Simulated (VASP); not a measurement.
# ScGa2AsP2 (P6/mmm) in VASP: further runs

The runs below take ScGa2AsP2 through single point, with PBE.

Everything below comes from runs of VASP 6.6.1. Logs are shortened: lines on timing, memory, paths and dates and some standing lists are left out, and cuts for length are marked.

### Step 1. The cell of the first run

The structure is hexagonal, space group P6/mmm (No. 191). Conventional cell: a = 4.189 Å, b = 4.189 Å, c = 8.343 Å, α = 90.00°, β = 90.00°, γ = 120.00°. Within 2.9 Å of Sc (site symmetry 6/mmm) lie 2 Ga at 2.16 Å and 6 P at 2.42 Å. Within 2.7 Å of Ga (site symmetry 6mm) lie 1 As at 2.01 Å and 1 Sc at 2.16 Å. P (site symmetry -6m2) has 3 Sc at 2.42 Å and 3 P at 2.42 Å and 6 Ga at 3.24 Å within 3.3 Å. Within 2.7 Å of As (site symmetry 6/mmm) lie 2 Ga at 2.01 Å.

The cell was built from a structure type or drawn by symmetry, and may not be a known phase.

### Step 2. Single point, PBE

File INCAR:

```
  PREC = Accurate
  ENCUT = 520
  EDIFF = 1E-6
  ISMEAR = 0
  SIGMA = 0.1
  LREAL = F
  LASPH = T
  NELM = 80
  ALGO = Normal
  ISIF = 2
  LWAVE = F
  LCHARG = T
  GGA = PE
  LELF = T
  LVHAR = T
  NBANDS = 35
```

File KPOINTS:

```
regular mesh
0
Gamma
  6 6 2
```

File POSCAR:

```
ScGa2AsP2
1.0
    4.1887407000      0.0000000000      0.0000000000
   -2.0943703500      3.6275558600      0.0000000000
    0.0000000000      0.0000000000      8.3430498300
Sc Ga P As
1 2 2 1
Direct
    0.0000000000      0.0000000000      0.5000000000
    0.0000000000      0.0000000000      0.2414823400
    0.0000000000      0.0000000000      0.7585176600
    0.3333333300      0.6666666700      0.5000000000
    0.6666666700      0.3333333300      0.5000000000
    0.0000000000      0.0000000000      0.0000000000
```

Potentials or basis: VASP PAW PBE potentials, release 64 (Sc_sv, Ga_d, P, As).

Launch:

```bash
> cat potpaw_PBE.64/Sc_sv/POTCAR potpaw_PBE.64/Ga_d/POTCAR potpaw_PBE.64/P/POTCAR potpaw_PBE.64/As/POTCAR > POTCAR
> mpirun -np 1 vasp_std > vasp.out
```

OUTCAR:

```text
PREC = Accurate
   ENCUT = 520
   EDIFF = 1E-6
   ISMEAR = 0
   LREAL = F
   LASPH = T
   NELM = 80
   ISIF = 2
   GGA = PE

 ion  position               nearest neighbor table
   1  0.000  0.000  0.500-   2 2.16   3 2.16   4 2.42   5 2.42   5 2.42   4 2.42   5 2.42   4 2.42

   2  0.000  0.000  0.241-   6 2.01   1 2.16
   3  0.000  0.000  0.759-   6 2.01   1 2.16
   4  0.333  0.667  0.500-   1 2.42   5 2.42   5 2.42   1 2.42   1 2.42   5 2.42
   5  0.667  0.333  0.500-   1 2.42   4 2.42   4 2.42   1 2.42   1 2.42   4 2.42
   6  0.000  0.000  0.000-   2 2.01   3 2.01

  LATTYP: Found a hexagonal cell.
 ALAT       =     4.1887407000
 C/A-ratio  =     1.9917799710

  Lattice vectors:

 A1 = (   4.1887407000,   0.0000000000,   0.0000000000)
 A2 = (  -2.0943703500,   3.6275558600,   0.0000000000)
 A3 = (   0.0000000000,   0.0000000000,   8.3430498300)

Analysis of symmetry for initial positions (statically):
=====================================================================
 Subroutine PRICEL returns:
 Original cell was already a primitive cell.

 Routine SETGRP: Setting up the symmetry group for a
 hexagonal supercell.

 Subroutine GETGRP returns: Found 24 space group operations
 (whereof 24 operations were pure point group operations)
 out of a pool of 24 trial point group operations.

The static configuration has the point symmetry D_6h.

Analysis of symmetry for dynamics (positions and initial velocities):
=====================================================================
 Subroutine PRICEL returns:
 Original cell was already a primitive cell.

 Routine SETGRP: Setting up the symmetry group for a
 hexagonal supercell.

 Subroutine GETGRP returns: Found 24 space group operations
 (whereof 24 operations were pure point group operations)
 out of a pool of 24 trial point group operations.

The dynamic configuration has the point symmetry D_6h.

 Subroutine INISYM returns: Found 24 space group operations
 (whereof 24 operations are pure point group operations),
 and found     1 'primitive' translations

----------------------------------------------------------------------------------------

                                     Primitive cell

  volume of cell :     126.7717

  direct lattice vectors                    reciprocal lattice vectors
     4.188740700  0.000000000  0.000000000     0.238735236  0.137833853  0.000000000
    -2.094370350  3.627555860  0.000000000     0.000000000  0.275667705  0.000000000
     0.000000000  0.000000000  8.343049830     0.000000000  0.000000000  0.119860245

  length of vectors
     4.188740700  4.188740703  8.343049830     0.275667706  0.275667705  0.119860245

  position of ions in fractional coordinates (direct lattice)
     0.000000000  0.000000000  0.500000000
     0.000000000  0.000000000  0.241482340
     0.000000000  0.000000000  0.758517660
     0.333333330  0.666666670  0.500000000
     0.666666670  0.333333330  0.500000000
     0.000000000  0.000000000  0.000000000

  ion indices of the primitive-cell ions
   primitive index   ion index
                 1           1
                 2           2
                 3           3
                 4           4
                 5           5
                 6           6

----------------------------------------------------------------------------------------

 KPOINTS: regular mesh

Automatic generation of k-mesh.
 Grid dimensions read from file:
 generate k-points for:    6    6    2

 Generating k-lattice:

  Cartesian coordinates                     Fractional coordinates (reciprocal lattice)
     0.039789206  0.022972309  0.000000000     0.166666667 -0.000000000  0.000000000
     0.000000000  0.045944618  0.000000000     0.000000000  0.166666667  0.000000000
     0.000000000  0.000000000  0.059930123     0.000000000  0.000000000  0.500000000

  Length of vectors
     0.045944618  0.045944618  0.059930123

  Shift w.r.t. Gamma in fractional coordinates (k-lattice)
     0.000000000  0.000000000  0.000000000

 Subroutine IBZKPT returns following result:
 ===========================================

 Found     14 irreducible k-points:

 Following reciprocal coordinates:
            Coordinates               Weight
  0.000000  0.000000  0.000000      1.000000
  0.166667 -0.000000  0.000000      6.000000
  0.333333  0.000000  0.000000      6.000000
  0.500000  0.000000  0.000000      3.000000
  0.166667  0.166667  0.000000      6.000000
  0.333333  0.166667  0.000000     12.000000
  0.333333  0.333333  0.000000      2.000000
  0.000000  0.000000  0.500000      1.000000
  0.166667 -0.000000  0.500000      6.000000
  0.333333  0.000000  0.500000      6.000000
  0.500000  0.000000  0.500000      3.000000
  0.166667  0.166667  0.500000      6.000000
  0.333333  0.166667  0.500000     12.000000
  0.333333  0.333333  0.500000      2.000000
   k-points           NKPTS =     14   k-points in BZ     NKDIM =     14   number of bands    NBANDS=     35
   number of dos      NEDOS =    301   number of ions     NIONS =      6
   total plane-waves  NPLWV =  65536
   dimension x,y,z NGX =    32 NGY =   32 NGZ =   64
   dimension x,y,z NGXF=    64 NGYF=   64 NGZF=  128
   ions per type =               1   2   2   1
   NGX,Y,Z   is equivalent  to a cutoff of  12.70, 12.70, 12.75 a.u.
   NGXF,Y,Z  is equivalent  to a cutoff of  25.40, 25.40, 25.51 a.u.
 SYSTEM =  unknown system
   PREC   = accura    normal or accurate (medium, high low for compatibility)
   ISTART =      0    job   : 0-new  1-cont  2-samecut
   ICHARG =      2    charge: 1-file 2-atom 10-const
   ISPIN  =      1    spin polarized calculation?
   LNONCOLLINEAR =      F non collinear calculations
   LSORBIT =      F    spin-orbit coupling
   LASPH  =      T    aspherical Exc in radial PAW
   ENCUT  =  520.0 eV  38.22 Ry    6.18 a.u.   7.79  7.79 15.51*2*pi/ulx,y,z
   NELM   =     80;   NELMIN=  2; NELMDL= -5     # of ELM steps
   EDIFF  = 0.1E-05   stopping-criterion for ELM
   LREAL  =      F    real-space projection
   EDIFFG = 0.1E-04   stopping-criterion for IOM
   NSW    =      0    number of steps for IOM
   IBRION =     -1    ionic relax: 0-MD 1-quasi-New 2-CG
   NFREE  =      0    steps in history (QN), initial steepest desc. (CG)
   ISIF   =      2    stress and relaxation
   ISYM   =      2    0-nonsym 1-usesym 2-fastsym
   POTIM  = 0.5000    time-step for ionic-motion
   TEBEG  =    0.0;   TEEND  =   0.0 temperature during run
   PSTRESS=    0.0 pullay stress
   NELECT =      52.0000    total number of electrons
   NUPDOWN=      -1.0000    fix difference up-down
   EMIN   =  10.00;   EMAX   =-10.00  energy-range for DOS
   EFERMI =   0.00;   METHOD = LEGACY
   ISMEAR =     0;   SIGMA  =   0.10  broadening in eV -4-tet -1-fermi 0-gaus
   EFERMI_NEDOS =   21; number of points for ismear=-14 and -15
   IALGO  =     38    algorithm
   IMIX   =      4    mixing-type and parameters
     AMIX     =   0.40;   BMIX     =  1.00
     AMIX_MAG =   1.60;   BMIX_MAG =  1.00
  volume/ion in A,a.u.               =      21.13       142.58
  Fermi-wavevector in a.u.,A,eV,Ry     =   1.216378  2.298621 20.130838  1.479575
  Thomas-Fermi vector in A             =   2.351734
   LORBIT       =      0    0 simple, 1 ext, 2 COOP (PROOUT), +10 PAW based schemes
   GGA     = PE    functional components
   LHFCALC =     F    Hartree Fock is set to
   AEXX    =    0.0000 exact exchange contribution
   IVDW    =     0    specifies the selected vdW correction
   LEPSILON=     F    determine dielectric tensor
   LRPA    =     F    only Hartree local field effects (RPA)
 non-spin polarized calculation
 Gauss-broadening in eV      SIGMA  =   0.10
  energy-cutoff  :      520.00
  volume of cell :      126.77
 maximum number of plane-waves:      3432
 NGX is ok and might be reduce to    32
   NGX = 15   NGY = 15   NGZ = 31

 number of electron      52.0000019 magnetization

 Free energy of the ion-electron system (eV)
  ---------------------------------------------------
  ext. energy  EPLUGINS =         0.00000000
  ---------------------------------------------------
  free energy    TOTEN  =       -19.62296807 eV

  energy without entropy =      -19.59977936  energy(sigma->0) =      -19.61137372

 E-fermi :   4.1110     XC(G=0):  -9.5457

 val. band max:        4.0448375576   @ k =   0.5000   0.0000   0.0000
 cond. band min:       4.1192334555   @ k =   0.5000   0.0000   0.0000
 fundamental gap:      0.0743958979
 Fermi energy:         4.1110110199

 k-point     1 :       0.0000    0.0000    0.0000
  band No.  band energies     occupation
      1     -43.1755      2.00000
      2     -22.4914      2.00000
      3     -22.0934      2.00000
      4     -22.0934      2.00000
      5     -11.4659      2.00000
      6     -11.1357      2.00000
[... 27 lines left out ...]
     34       9.9775      0.00000
     35      10.2179      0.00000

 k-point     2 :       0.1667   -0.0000    0.0000
  band No.  band energies     occupation
      1     -43.1744      2.00000
      2     -22.4894      2.00000
      3     -22.1236      2.00000
      4     -22.0994      2.00000
      5     -11.4634      2.00000
      6     -11.1345      2.00000
[... 27 lines left out ...]
     34       9.7492      0.00000
     35       9.9874      0.00000

 k-point     3 :       0.3333    0.0000    0.0000
  band No.  band energies     occupation
      1     -43.1723      2.00000
      2     -22.4855      2.00000
      3     -22.1828      2.00000
      4     -22.1113      2.00000
      5     -11.4586      2.00000
      6     -11.1322      2.00000
[... 27 lines left out ...]
     34       9.4455      0.00000
     35       9.6052      0.00000
[... 343 lines left out ...]
 k-point    13 :       0.3333    0.1667    0.5000
  band No.  band energies     occupation
      1     -43.1712      2.00000
      2     -22.4836      2.00000
      3     -22.1960      2.00000
      4     -22.1334      2.00000
      5     -11.2997      2.00000
      6     -11.2925      2.00000
[... 27 lines left out ...]
     34       9.7726      0.00000
     35      10.2704      0.00000

 k-point    14 :       0.3333    0.3333    0.5000
  band No.  band energies     occupation
      1     -43.1707      2.00000
      2     -22.4826      2.00000
      3     -22.1735      2.00000
      4     -22.1735      2.00000
      5     -11.2994      2.00000
      6     -11.2911      2.00000
[... 27 lines left out ...]
     34       9.6851      0.00000
     35      10.1564      0.00000

------------------------ aborting loop because EDIFF is reached ----------------------------------------

  FORCE on cell =-STRESS in cart. coord.  units (eV):
  Direction    XX          YY          ZZ          XY          YZ          ZX
  --------------------------------------------------------------------------------------
  -------------------------------------------------------------------------------------
  Total       13.5244002     13.5244002     50.0227991     -0.0000000      0.0000000      0.0000000
  in kB      170.9252298    170.9252301    632.2024133     -0.0000000      0.0000000      0.0000000
  external PRESSURE =     324.6842911 kB  Pullay stress =       0.0000000 kB

 VOLUME and BASIS-vectors are now :
 -----------------------------------------------------------------------------
  energy-cutoff  :      520.00
  volume of cell :      126.77
      direct lattice vectors                 reciprocal lattice vectors
     4.188740700  0.000000000  0.000000000     0.238735236  0.137833853  0.000000000
    -2.094370350  3.627555860  0.000000000     0.000000000  0.275667705  0.000000000
     0.000000000  0.000000000  8.343049830     0.000000000  0.000000000  0.119860245

 POSITION                                       TOTAL-FORCE (eV/Angst)
 -----------------------------------------------------------------------------------
      0.00000      0.00000      4.17152        -0.000000      0.000000      0.000000
      0.00000      0.00000      2.01470        -0.000000     -0.000000     -0.348324
      0.00000      0.00000      6.32835        -0.000000      0.000000      0.348324
     -0.00000      2.41837      4.17152         0.000000      0.000000      0.000000
      2.09437      1.20919      4.17152        -0.000000      0.000000      0.000000
      0.00000      0.00000      0.00000        -0.000000      0.000000      0.000000
 -----------------------------------------------------------------------------------
    total drift:                                0.000000     -0.000000     -0.000000

  FREE ENERGIE OF THE ION-ELECTRON SYSTEM (eV)
  ---------------------------------------------------
  free  energy   TOTEN  =       -19.6229680695 eV

  energy  without entropy=      -19.5997793624  energy(sigma->0) =      -19.61137372
```

Wall time 31 s (1 thread of Intel Xeon 6975P-C (Granite Rapids), shared host); peak memory 0.27 GiB.

What came out:

```
Free energy            : -19.6230 eV
Pressure               : 32.5 GPa
Largest force          : 0.348 eV/Å
Band gap on the k mesh : zero (bands 26 and 27 overlap by 1.51 eV)
```

Forces in eV/Å, atoms in the order of the input:
```
Sc   0.000  0.000  0.000
Ga   0.000  0.000 -0.348
Ga   0.000  0.000  0.348
P    0.000  0.000  0.000
P    0.000  0.000  0.000
As   0.000  0.000  0.000
```

Levels at points of the mesh, in eV from the Fermi level:
```
           k point  band 23  band 24  band 25  band 26  band 27  band 28  band 29  band 30
(0.00, 0.00, 0.00)    -0.27    -0.27     0.85     0.85     1.02     1.02     1.83     2.70
(0.50, 0.00, 0.00)    -2.22    -1.79    -0.51    -0.07     0.01     1.40     2.42     2.83
(0.00, 0.00, 0.50)    -0.33    -0.33     0.21     0.47     0.47     1.80     1.80     1.83
(0.50, 0.00, 0.50)    -1.81    -1.26    -1.04     0.01     0.06     0.36     1.07     3.04
```

Caveat: the k points lie up to 0.38 Å⁻¹ apart, too coarse for converged energies and pressures of a metal.

### Step 3. Single point, PBE

This run uses another cell than the first one, of 31.34 Å³/atom.

File INCAR:

```
SYSTEM = ScGa2AsP2
PREC = Accurate
ENCUT = 520
EDIFF = 1E-7
ISMEAR = 0
SIGMA = 0.1
LREAL = .FALSE.
LASPH = .TRUE.
NELM = 80
ALGO = Normal
ISIF = 2
LWAVE = .FALSE.
LCHARG = .FALSE.
GGA = PE
NBANDS = 35
```

File KPOINTS:

```
regular mesh
0
G
  6 6 2
  0 0 0
```

File POSCAR:

```
ScGa2AsP2
1.0
    4.5881364787      0.0000000000      0.0000000000
   -2.2940682394      3.9734427466      0.0000000000
    0.0000000000      0.0000000000     10.3146469319
Sc Ga P As
1 2 2 1
Direct
    0.0000000000      0.0000000000      0.5000000000
    0.0000000000      0.0000000000      0.2286065716
    0.0000000000      0.0000000000      0.7713934284
    0.3333333333      0.6666666667      0.5000000000
    0.6666666667      0.3333333333      0.5000000000
    0.0000000000      0.0000000000      0.0000000000
```

Potentials or basis: VASP PAW PBE potentials, release 64 (Sc_sv, Ga_d, P, As).

Launch:

```bash
> cat potpaw_PBE.64/Sc_sv/POTCAR potpaw_PBE.64/Ga_d/POTCAR potpaw_PBE.64/P/POTCAR potpaw_PBE.64/As/POTCAR > POTCAR
> mpirun -np 1 vasp_std > vasp.out
```

Wall time 57 s (1 thread of Intel Xeon 6975P-C (Granite Rapids), shared host); peak memory 0.37 GiB.

Results (log left out):

| Item | Value |
| --- | --- |
| Free energy | -25.1593 eV |
| Pressure | 0.1 GPa |
| Largest force | 0.020 eV/Å |
| Band gap on the k mesh | zero (bands 26 and 27 overlap by 1.23 eV) |

Forces in eV/Å, atoms in the order of the input:
```
Sc   0.000  0.000  0.000
Ga   0.000  0.000  0.020
Ga   0.000  0.000 -0.020
P    0.000  0.000  0.000
P    0.000  0.000  0.000
As   0.000  0.000  0.000
```

Stress tensor (GPa, compression positive):
```
0.02 0.00 0.00
0.00 0.02 0.00
0.00 0.00 0.13
```

Levels at points of the mesh, in eV from the Fermi level:
| k point | band 23 | band 24 | band 25 | band 26 | band 27 | band 28 | band 29 | band 30 |
| --- | --- | --- | --- | --- | --- | --- | --- | --- |
| (0.00, 0.00, 0.00) | 0.09 | 0.09 | 0.37 | 0.53 | 0.53 | 1.52 | 1.54 | 1.54 |
| (0.50, 0.00, 0.00) | -1.52 | -1.48 | -0.09 | 0.08 | 0.30 | 0.97 | 1.54 | 1.97 |
| (0.00, 0.00, 0.50) | -1.66 | 0.24 | 0.24 | 0.28 | 0.28 | 1.52 | 1.78 | 1.78 |
| (0.50, 0.00, 0.50) | -1.22 | -1.16 | -0.36 | -0.18 | 0.08 | 0.62 | 1.31 | 2.41 |
